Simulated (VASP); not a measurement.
# Si4F (P6mm) in VASP: a series of runs, part 2 of 2

VASP 6.6.1.

### 4 Relaxation of cell and atoms, PBE

Contents of INCAR:

```
SYSTEM = Si4F
PREC = Accurate
ENCUT = 600
EDIFF = 1E-6
ISMEAR = 0
SIGMA = 0.1
LREAL = .FALSE.
LASPH = .TRUE.
NELM = 100
ALGO = Normal
ISIF = 3
LWAVE = .FALSE.
LCHARG = .FALSE.
GGA = PE
IBRION = 2
NSW = 90
EDIFFG = -0.04
```

Contents of KPOINTS:

```
Automatic mesh
0
G
  6 6 4
  0 0 0
```

Contents of POSCAR:

```
Si4F
1.0
    4.0142102300      0.0000000000      0.0000000000
   -2.0071051100      3.4764080300      0.0000000000
    0.0000000000      0.0000000000      6.1834999100
Si F
4 1
Direct
    0.5000000000      0.0000000000      0.0414101200
    0.0000000000      0.5000000000      0.0414101200
    0.5000000000      0.5000000000      0.0414101200
    0.0000000000      0.0000000000      0.9524718700
    0.0000000000      0.0000000000      0.5452937600
```

Potentials or basis: VASP PAW PBE potentials, release 64 (Si, F).

Command:

```
$ cat potpaw_PBE.64/Si/POTCAR potpaw_PBE.64/F/POTCAR > POTCAR
$ mpirun -np 1 vasp_std > vasp.out
```

OUTCAR:

```text
SYSTEM = Si4F
   PREC = Accurate
   ENCUT = 600
   EDIFF = 1E-6
   ISMEAR = 0
   LREAL = .FALSE.
   LASPH = .TRUE.
   NELM = 100
   ISIF = 3
   GGA = PE
   IBRION = 2
   NSW = 90
   EDIFFG = -0.04

 ion  position               nearest neighbor table
   1  0.500  0.000  0.041-   3 2.01   3 2.01   2 2.01   2 2.01   4 2.08   4 2.08
   2  0.000  0.500  0.041-   1 2.01   1 2.01   3 2.01   3 2.01   4 2.08   4 2.08
   3  0.500  0.500  0.041-   1 2.01   1 2.01   2 2.01   2 2.01   4 2.08   4 2.08
   4  0.000  0.000  0.952-   2 2.08   2 2.08   3 2.08   3 2.08   1 2.08   1 2.08   5 2.52
   5  0.000  0.000  0.545-   4 2.52

  LATTYP: Found a hexagonal cell.
 ALAT       =     4.0142102300
 C/A-ratio  =     1.5404026087

  Lattice vectors:

 A1 = (   4.0142102300,   0.0000000000,   0.0000000000)
 A2 = (  -2.0071051100,   3.4764080300,   0.0000000000)
 A3 = (   0.0000000000,   0.0000000000,   6.1834999100)

Analysis of symmetry for initial positions (statically):
=====================================================================
 Subroutine PRICEL returns:
 Original cell was already a primitive cell.

 Routine SETGRP: Setting up the symmetry group for a
 hexagonal supercell.

 Subroutine GETGRP returns: Found 12 space group operations
 (whereof 12 operations were pure point group operations)
 out of a pool of 24 trial point group operations.

The static configuration has the point symmetry C_6v.

Analysis of symmetry for dynamics (positions and initial velocities):
=====================================================================
 Subroutine PRICEL returns:
 Original cell was already a primitive cell.

 Routine SETGRP: Setting up the symmetry group for a
 hexagonal supercell.

 Subroutine GETGRP returns: Found 12 space group operations
 (whereof 12 operations were pure point group operations)
 out of a pool of 24 trial point group operations.

The dynamic configuration has the point symmetry C_6v.

 Subroutine INISYM returns: Found 12 space group operations
 (whereof 12 operations are pure point group operations),
 and found     1 'primitive' translations

----------------------------------------------------------------------------------------

                                     Primitive cell

  volume of cell :      86.2909

  direct lattice vectors                    reciprocal lattice vectors
     4.014210230  0.000000000  0.000000000     0.249115005  0.143826615  0.000000000
    -2.007105110  3.476408030  0.000000000     0.000000000  0.287653230  0.000000000
     0.000000000  0.000000000  6.183499910     0.000000000  0.000000000  0.161720711

  length of vectors
     4.014210230  4.014210223  6.183499910     0.287653230  0.287653230  0.161720711

  position of ions in fractional coordinates (direct lattice)
     0.500000000  0.000000000  0.041410120
     0.000000000  0.500000000  0.041410120
     0.500000000  0.500000000  0.041410120
     0.000000000  0.000000000  0.952471870
     0.000000000  0.000000000  0.545293760

  ion indices of the primitive-cell ions
   primitive index   ion index
                 1           1
                 2           2
                 3           3
                 4           4
                 5           5

----------------------------------------------------------------------------------------

[... 31 lines left out ...]
  0.333333  0.166667  0.000000     12.000000
[... 13 lines left out ...]
  0.333333  0.166667  0.500000     12.000000
  0.333333  0.333333  0.500000      2.000000
   k-points           NKPTS =     21   k-points in BZ     NKDIM =     21   number of bands    NBANDS=     15
   number of dos      NEDOS =    301   number of ions     NIONS =      5
   total plane-waves  NPLWV =  51200
   dimension x,y,z NGX =    32 NGY =   32 NGZ =   50
   dimension x,y,z NGXF=    64 NGYF=   64 NGZF=  100
   ions per type =               4   1
   NGX,Y,Z   is equivalent  to a cutoff of  13.25, 13.25, 13.44 a.u.
   NGXF,Y,Z  is equivalent  to a cutoff of  26.51, 26.51, 26.89 a.u.
 SYSTEM =  Si4F
   PREC   = accura    normal or accurate (medium, high low for compatibility)
   ISTART =      0    job   : 0-new  1-cont  2-samecut
   ICHARG =      2    charge: 1-file 2-atom 10-const
   ISPIN  =      1    spin polarized calculation?
   LNONCOLLINEAR =      F non collinear calculations
   LSORBIT =      F    spin-orbit coupling
   LASPH  =      T    aspherical Exc in radial PAW
   ENCUT  =  600.0 eV  44.10 Ry    6.64 a.u.   8.02  8.02 12.35*2*pi/ulx,y,z
   NELM   =    100;   NELMIN=  2; NELMDL= -5     # of ELM steps
   EDIFF  = 0.1E-05   stopping-criterion for ELM
   LREAL  =      F    real-space projection
   EDIFFG = -.4E-01   stopping-criterion for IOM
   NSW    =     90    number of steps for IOM
   IBRION =      2    ionic relax: 0-MD 1-quasi-New 2-CG
   NFREE  =      1    steps in history (QN), initial steepest desc. (CG)
   ISIF   =      3    stress and relaxation
   ISYM   =      2    0-nonsym 1-usesym 2-fastsym
   POTIM  = 0.5000    time-step for ionic-motion
   TEBEG  =    0.0;   TEEND  =   0.0 temperature during run
   PSTRESS=    0.0 pullay stress
   NELECT =      23.0000    total number of electrons
   NUPDOWN=      -1.0000    fix difference up-down
   EMIN   =  10.00;   EMAX   =-10.00  energy-range for DOS
   EFERMI =   0.00;   METHOD = LEGACY
   ISMEAR =     0;   SIGMA  =   0.10  broadening in eV -4-tet -1-fermi 0-gaus
   EFERMI_NEDOS =   21; number of points for ismear=-14 and -15
   IALGO  =     38    algorithm
   IMIX   =      4    mixing-type and parameters
     AMIX     =   0.40;   BMIX     =  1.00
     AMIX_MAG =   1.60;   BMIX_MAG =  1.00
  volume/ion in A,a.u.               =      17.26       116.46
  Fermi-wavevector in a.u.,A,eV,Ry     =   1.053568  1.990954 15.102528  1.110005
  Thomas-Fermi vector in A             =   2.188694
   LORBIT       =      0    0 simple, 1 ext, 2 COOP (PROOUT), +10 PAW based schemes
   GGA     = PE    functional components
   LHFCALC =     F    Hartree Fock is set to
   AEXX    =    0.0000 exact exchange contribution
   IVDW    =     0    specifies the selected vdW correction
   LEPSILON=     F    determine dielectric tensor
   LRPA    =     F    only Hartree local field effects (RPA)
 conjugate gradient relaxation of ions
 non-spin polarized calculation
 Gauss-broadening in eV      SIGMA  =   0.10
  energy-cutoff  :      600.00
  volume of cell :       86.29
 maximum number of plane-waves:      2916
   NGX = 17   NGY = 17   NGZ = 25

--------------------------------------- Ionic step        1  -------------------------------------------

 number of electron      23.0000010 magnetization

 Free energy of the ion-electron system (eV)
  ---------------------------------------------------
  ext. energy  EPLUGINS =         0.00000000
  ---------------------------------------------------
  free energy    TOTEN  =       -12.83856324 eV

  energy without entropy =      -12.82237572  energy(sigma->0) =      -12.83046948

 E-fermi :   3.8016     XC(G=0):  -8.6643

 val. band max:        3.7801337337   @ k =   0.1667   0.1667   0.2500
 cond. band min:       3.8359508778   @ k =   0.1667   0.1667   0.5000
 fundamental gap:      0.0558171440
 Fermi energy:         3.8015658582

 k-point     1 :       0.0000    0.0000    0.0000
  band No.  band energies     occupation
      1     -15.7933      2.00000
      2     -12.7931      2.00000
      3      -3.6445      2.00000
      4      -3.2210      2.00000
      5      -3.2210      2.00000
      6      -2.9568      2.00000
      7       0.3348      2.00000
      8       0.3896      2.00000
      9       0.3896      2.00000
     10       2.3140      2.00000
     11       3.0335      2.00000
     12       3.0335      2.00000
     13       5.7797      0.00000
     14       8.0966      0.00000
[... 469 lines left out ...]
  FREE ENERGIE OF THE ION-ELECTRON SYSTEM (eV)
  ---------------------------------------------------
  free  energy   TOTEN  =       -21.9426111761 eV

  energy  without entropy=      -21.9185850036  energy(sigma->0) =      -21.93059809

[... ionic steps 4 to 22 ...]

--------------------------------------- Ionic step       23  -------------------------------------------

 number of electron      22.9999982 magnetization

------------------------ aborting loop because EDIFF is reached ----------------------------------------
[... 73 lines left out ...]
--------------------------------------- Ionic step       25  -------------------------------------------

 number of electron      22.9999985 magnetization

 Free energy of the ion-electron system (eV)
  ---------------------------------------------------
  ext. energy  EPLUGINS =         0.00000000
  ---------------------------------------------------
  free energy    TOTEN  =       -23.69676699 eV

  energy without entropy =      -23.68311308  energy(sigma->0) =      -23.68994004

 E-fermi :   3.3981     XC(G=0):  -8.0708

 val. band max:        3.3009777054   @ k =   0.3333   0.1667   0.5000
 cond. band min:       3.3996478446   @ k =   0.3333   0.1667   0.2500
 fundamental gap:      0.0986701392
 Fermi energy:         3.3980502661

 k-point     1 :       0.0000    0.0000    0.0000
  band No.  band energies     occupation
      1     -21.8754      2.00000
      2      -9.1702      2.00000
      3      -5.0357      2.00000
      4      -2.9158      2.00000
      5      -2.9158      2.00000
      6      -2.2406      2.00000
      7      -1.0086      2.00000
      8      -1.0086      2.00000
      9      -0.9325      2.00000
     10      -0.8439      2.00000
     11      -0.8439      2.00000
     12       0.9798      2.00000
     13       5.4796      0.00000
     14       6.0928      0.00000
[... 391 lines left out ...]
  FREE ENERGIE OF THE ION-ELECTRON SYSTEM (eV)
  ---------------------------------------------------
  free  energy   TOTEN  =       -23.6967669935 eV

  energy  without entropy=      -23.6831130833  energy(sigma->0) =      -23.68994004

 reached required accuracy - stopping structural energy minimisation
```

OSZICAR:

```text
N       E                     dE             d eps       ncg     rms          rms(c)
DAV:   1     0.129078110702E+03    0.12908E+03   -0.11088E+04   630   0.141E+03
DAV:   2    -0.892274997050E+01   -0.13800E+03   -0.13583E+03   833   0.260E+02
DAV:   3    -0.160949054078E+02   -0.71722E+01   -0.70716E+01   770   0.650E+01
[... 270 lines left out ...]
DAV:   2    -0.236969204495E+02   -0.75132E-03   -0.20089E-02   819   0.125E+00    0.848E-02
DAV:   3    -0.236968223606E+02    0.98089E-04   -0.50843E-04   820   0.215E-01    0.558E-02
DAV:   4    -0.236967738721E+02    0.48488E-04   -0.36768E-04   826   0.193E-01    0.250E-02
DAV:   5    -0.236967674854E+02    0.63867E-05   -0.87073E-05   805   0.801E-02    0.135E-02
DAV:   6    -0.236967669935E+02    0.49188E-06   -0.98528E-06   756   0.246E-02
  25 F= -.23696767E+02 E0= -.23689940E+02  d E =-.783065E-03
```

Run time: 10 min. Hardware: 1 thread of AMD EPYC 7R43 (Zen 3), shared host; peak memory 0.21 GiB.

Results:

- Free energy: -23.6968 eV
- Relaxed volume: 22.77 Å³/atom
- Relaxed cell: a = 4.871 Å, b = 4.871 Å, c = 5.540 Å, α = 90.00°, β = 90.00°, γ = 120.00°
- Space group after relaxing (to 0.05 Å): P6mm (No. 183)
- Energy gained by relaxing: 2171.6 meV/atom
- Ionic steps: 25
- Pressure after relaxing: -0.1 GPa
- Largest force after relaxing: 0.013 eV/Å

Forces on the atoms (eV/Å):
```
Si   0.000  0.000  0.001
Si   0.000  0.000  0.001
Si   0.000  0.000  0.001
Si   0.000  0.000  0.011
F    0.000  0.000 -0.013
```

Stress tensor (GPa, compression positive):
```
-0.21  0.00  0.00
 0.00 -0.21  0.00
 0.00  0.00  0.25
```

Step by step:
| step | energy change (eV) | largest force (eV/Å) | pressure (GPa) | volume (Å³) |
| --- | --- | --- | --- | --- |
| 1 | 0.0000 | 7.2160 | 63.73 | 86.29 |
| 2 | -4.9396 | 3.0915 | -14.75 | 190.26 |
| 3 | -9.1040 | 2.6625 | -5.52 | 131.27 |
| 4 | -9.1155 | 2.6797 | -4.98 | 129.85 |
| 5 | -9.1184 | 2.7057 | -4.23 | 127.90 |
| 6 | -10.2239 | 3.0994 | -3.74 | 119.18 |
| 7 | -8.8121 | 18.0770 | 12.34 | 103.93 |
| 8 | -10.3875 | 2.8960 | -3.40 | 116.74 |
| 9 | -10.8134 | 0.5135 | -0.08 | 110.31 |
| 10 | -10.8151 | 0.5500 | -0.83 | 111.24 |
| 11 | -10.8185 | 0.1898 | -0.55 | 110.83 |
| 12 | -10.8270 | 0.2596 | 0.37 | 109.62 |
| 13 | -10.8273 | 0.2779 | 0.63 | 109.32 |
| 14 | -10.8360 | 0.2244 | 0.80 | 109.67 |
| 15 | -10.8475 | 0.3115 | 1.23 | 110.47 |
| 16 | -10.8528 | 0.1210 | 0.85 | 111.33 |
| 17 | -10.8551 | 0.1574 | 0.33 | 112.64 |
| 18 | -10.8552 | 0.1141 | 0.42 | 112.43 |
| 19 | -10.8565 | 0.0589 | 0.28 | 112.72 |
| 20 | -10.8572 | 0.1038 | 0.10 | 113.13 |
| 21 | -10.8574 | 0.0439 | 0.01 | 113.28 |
| 22 | -10.8574 | 0.0743 | -0.02 | 113.35 |
| 23 | -10.8576 | 0.0674 | -0.04 | 113.40 |
| 24 | -10.8579 | 0.0404 | -0.05 | 113.54 |
| 25 | -10.8582 | 0.0133 | -0.06 | 113.83 |

Final structure:
```cif
data_structure
_symmetry_space_group_name_H-M 'P 1'
_symmetry_Int_Tables_number 1
_cell_length_a 4.8711
_cell_length_b 4.8711
_cell_length_c 5.5395
_cell_angle_alpha 90.000
_cell_angle_beta 90.000
_cell_angle_gamma 120.000
_cell_volume 113.83
loop_
_atom_site_label
_atom_site_type_symbol
_atom_site_fract_x
_atom_site_fract_y
_atom_site_fract_z
_atom_site_occupancy
Si1 Si 0.50000 0.00000 0.05285 1
Si2 Si 0.00000 0.50000 0.05285 1
Si3 Si 0.50000 0.50000 0.05285 1
Si4 Si 0.00000 0.00000 0.87947 1
F1 F 0.00000 0.00000 0.58399 1
```

Caveat: the volume moved by over 15 % at a fixed basis, so the end points are rough; an odd number of electrons without spin polarisation forces a metal; a magnetic or distorted state may lie lower.

### 5 Single point, PBE, collinear spin, ferromagnetic start

Contents of INCAR:

```
SYSTEM = Si4F
ALGO = Normal
EDIFF = 1E-6
ENCUT = 520
GGA = PE
ISIF = 2
ISMEAR = 0
ISPIN = 2
LASPH = .True.
LCHARG = .False.
LORBIT = 11
LREAL = .False.
LWAVE = .False.
MAGMOM = 0 0 0 0 1
NBANDS = 24
NELM = 150
PREC = Accurate
SIGMA = 0.1
```

Contents of KPOINTS:

```
k-points
0
Gamma
  6 6 4
  0 0 0
```

POSCAR is that of step 4.

Command:

```
$ cat potpaw_PBE.64/Si/POTCAR potpaw_PBE.64/F/POTCAR > POTCAR
$ mpirun -np 1 vasp_std > vasp.out
```

Wall time 88 s (1 thread of AMD EPYC 7R43 (Zen 3), shared host); peak memory 0.22 GiB.

Results (log left out):

| Item | Value |
| --- | --- |
| Free energy | -12.8373 eV |
| Pressure | 63.7 GPa |
| Largest force | 7.216 eV/Å |
| Net moment | 0.00 μB per cell |
| Valence electrons inside the program's atomic spheres | Si 2.10, 1.93; F 5.96 |

Forces on the atoms (eV/Å):
```
Si   0.000  0.000  1.843
Si   0.000  0.000  1.843
Si   0.000  0.000  1.843
Si   0.000  0.000 -7.216
F    0.000  0.000  1.688
```

Stress tensor (GPa, compression positive):
```
99.87  0.00  0.00
 0.00 99.87  0.00
 0.00  0.00 -8.51
```

Levels at points of the mesh, in eV from the Fermi level:
Spin up:
| k point | band 9 | band 10 | band 11 | band 12 | band 13 | band 14 | band 15 | band 16 |
| --- | --- | --- | --- | --- | --- | --- | --- | --- |
| (0.00, 0.00, 0.00) | -3.41 | -1.49 | -0.77 | -0.77 | 1.98 | 4.29 | 4.34 | 4.34 |
| (0.50, 0.00, 0.00) | -1.08 | -0.84 | 0.55 | 0.56 | 1.92 | 2.01 | 5.10 | 5.39 |
| (0.00, 0.00, 0.50) | -3.41 | -1.95 | -0.80 | -0.80 | 3.11 | 4.27 | 4.44 | 4.44 |
| (0.50, 0.00, 0.50) | -0.93 | -0.91 | 0.55 | 0.56 | 1.89 | 2.05 | 5.49 | 5.59 |
Spin down:
| k point | band 10 | band 11 | band 12 | band 13 | band 14 | band 15 |
| --- | --- | --- | --- | --- | --- | --- |
| (0.00, 0.00, 0.00) | -1.49 | -0.77 | -0.77 | 1.98 | 4.29 | 4.34 |
| (0.50, 0.00, 0.00) | -0.84 | 0.55 | 0.56 | 1.92 | 2.01 | 5.10 |
| (0.00, 0.00, 0.50) | -1.95 | -0.80 | -0.80 | 3.11 | 4.27 | 4.44 |
| (0.50, 0.00, 0.50) | -0.91 | 0.55 | 0.56 | 1.89 | 2.05 | 5.49 |

Caveat: forces of over 1 eV/Å act on the atoms, so gaps and moduli don't describe the material at rest.

### 6 Single point, PBE

This run uses another cell than the first one, of 24.21 Å³/atom, 1.403 times its volume.

Contents of INCAR:

```
  PREC = Accurate
  ENCUT = 520
  EDIFF = 1E-6
  ISMEAR = 0
  SIGMA = 0.1
  LREAL = F
  LASPH = T
  NELM = 100
  ALGO = Normal
  ISIF = 2
  LWAVE = F
  LCHARG = F
  GGA = PE
  NBANDS = 20
```

Contents of KPOINTS:

```
Automatic mesh
0
Gamma
  12 12 8
```

Contents of POSCAR:

```
Si4F
1.0
    4.8944332580      0.0000000000      0.0000000000
   -2.4472166290      4.2387035386      0.0000000000
    0.0000000000      0.0000000000      5.8337979330
Si F
4 1
Direct
    0.5000000000      0.0000000000      0.0421550593
    0.0000000000      0.5000000000      0.0421550593
    0.5000000000      0.5000000000      0.0421550593
    0.0000000000      0.0000000000      0.8873042461
    0.0000000000      0.0000000000      0.6082265659
```

Potentials or basis: VASP PAW PBE potentials, release 64 (Si, F).

Command:

```
$ cat potpaw_PBE.64/Si/POTCAR potpaw_PBE.64/F/POTCAR > POTCAR
$ mpirun -np 1 vasp_std > vasp.out
```

It took 2.9 min on 1 thread of AMD EPYC 7R43 (Zen 3), shared host; peak memory 0.31 GiB.

Results (log left out):

- Free energy: -23.7449 eV
- Pressure: 0.1 GPa
- Largest force: 0.217 eV/Å

Forces in eV/Å, atoms in the order of the input:
```
Si   0.000  0.000 -0.001
Si   0.000  0.000 -0.001
Si   0.000  0.000 -0.001
Si   0.000  0.000  0.217
F    0.000  0.000 -0.214
```

Stress tensor (GPa, compression positive):
```
-0.08  0.00  0.00
 0.00 -0.08  0.00
 0.00  0.00  0.40
```

Levels at points of the mesh, in eV from the Fermi level:
```csv
k point,band 8,band 9,band 10,band 11,band 12,band 13,band 14,band 15,band 16,band 17
"(0.00, 0.00, 0.00)",-4.38,-4.24,-4.24,-4.18,-2.48,2.33,2.69,2.69,3.79,3.79
"(0.50, 0.00, 0.00)",-5.46,-2.32,-1.19,0.58,0.85,0.87,1.38,2.41,3.21,4.32
"(0.00, 0.00, 0.50)",-4.46,-4.46,-4.22,-4.22,-2.54,2.52,2.52,3.92,3.92,4.31
"(0.50, 0.00, 0.50)",-5.57,-2.29,-1.57,0.58,0.78,0.93,1.33,2.37,3.05,4.60
```

Caveat: an odd number of electrons without spin polarisation forces a metal; a magnetic or distorted state may lie lower.

### 7 The runs side by side

| task | spin | cell | k mesh | cutoff (eV) | gap on the mesh (eV) | pressure (GPa) | largest force (eV/Å) |
| --- | --- | --- | --- | --- | --- | --- | --- |
| single point | off | a = 4.014, b = 4.014, c = 6.183 Å, angles 90.0, 90.0, 120.0°, 5 atoms | 6 × 6 × 4 | 520 | none | 63.7 | 7.22 |
| single point | off | a = 4.891, b = 4.891, c = 5.764 Å, angles 90.0, 90.0, 120.0°, 5 atoms | 6 × 6 × 4 | 520 | none | 0.1 | 0.25 |
| relaxation of cell and atoms | off | relaxed from a = 4.014, b = 4.014, c = 6.183 Å, angles 90.0, 90.0, 120.0°, 5 atoms | 6 × 6 × 4 | 600 | none | -0.1 | 0.01 |
| single point | collinear, ferromagnetic start | a = 4.014, b = 4.014, c = 6.183 Å, angles 90.0, 90.0, 120.0°, 5 atoms | 6 × 6 × 4 | 520 | none | 63.7 | 7.22 |
| single point | off | a = 4.894, b = 4.894, c = 5.834 Å, angles 90.0, 90.0, 120.0°, 5 atoms | 12 × 12 × 8 | 520 | none | 0.1 | 0.22 |

Alike in all rows: level PBE; potentials or basis VASP PAW PBE potentials, release 64 (Si, F); smearing gaussian 0.1 eV.

Caveats: an odd number of electrons without spin polarisation forces a metal (some runs); a magnetic or distorted state may lie lower (some runs); the volume moved by over 15 % at a fixed basis, so the end points are rough (some runs); forces of over 1 eV/Å act on the atoms, so gaps and moduli don't describe the material at rest (some runs).

Total energies depend on the potentials used, so only differences within one code and one set of settings carry meaning.
